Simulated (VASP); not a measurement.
Set up this calculation in VASP 6.6.1, as the native input.

```yaml
Task: single point
Functional: PBE
Potentials_or_basis: VASP PAW PBE potentials, release 64 (Ir, O)
Cutoff: 520 eV
k_mesh: 18 × 18 × 8
Occupations: gaussian, width 0.1 eV
Spin: collinear spin
Starting_moments: "[2.5, 2.5, 0.0, 0.0] μB"
Dipole_correction: no
Further_INCAR_settings: ALGO = Normal; EDIFF = 1e-07; NBANDS = 27
```

The structure of IrO lies in POSCAR:

```
IrO
1.0
    3.4249978737      0.0000000000      0.0000000000
   -1.7124989368      2.9661351665      0.0000000000
    0.0000000000      0.0000000000      5.6733910387
Ir O
2 2
Direct
    0.0000000000      0.0000000000      0.0000000000
    0.0000000000      0.0000000000      0.5000000000
    0.3333333333      0.6666666667      0.2500000000
    0.6666666667      0.3333333333      0.7500000000
```

One way to write it, as run:

INCAR

```
SYSTEM = IrO
ALGO = Normal ; EDIFF = 1E-7
ENCUT = 520 ; GGA = PE
ISIF = 2 ; ISMEAR = 0
ISPIN = 2 ; LASPH = .TRUE.
LCHARG = .FALSE. ; LMAXMIX = 4
LORBIT = 11 ; LREAL = .FALSE.
LWAVE = .FALSE. ; MAGMOM = 2.5 2.5 0 0
NBANDS = 27 ; NELM = 150
PREC = Accurate ; SIGMA = 0.1
```

KPOINTS

```
k-points
0
G
  18 18 8
  0 0 0
```

Potentials or basis: VASP PAW PBE potentials, release 64 (Ir, O).

Launch:

```sh
$ cat potpaw_PBE.64/Ir/POTCAR potpaw_PBE.64/O/POTCAR > POTCAR
$ mpirun -np 1 vasp_std > vasp.out
```

Results of the run:

```yaml
Pressure: -25.8 GPa
Band_gap_on_the_k_mesh: zero (filled and empty bands overlap)
Net_moment: 0.00 μB per cell
Valence_electrons_inside_the_program's_atomic_spheres: Ir 7.54; O 4.76
```

Caveat: the stress differs along the axes, from -33 to -22 GPa; spin-orbit coupling is left out, which moves the levels of the heavy elements.

Wall time 11 min on 1 thread of Intel Xeon 8259CL, with other jobs on the host, peak memory 0.51 GiB.
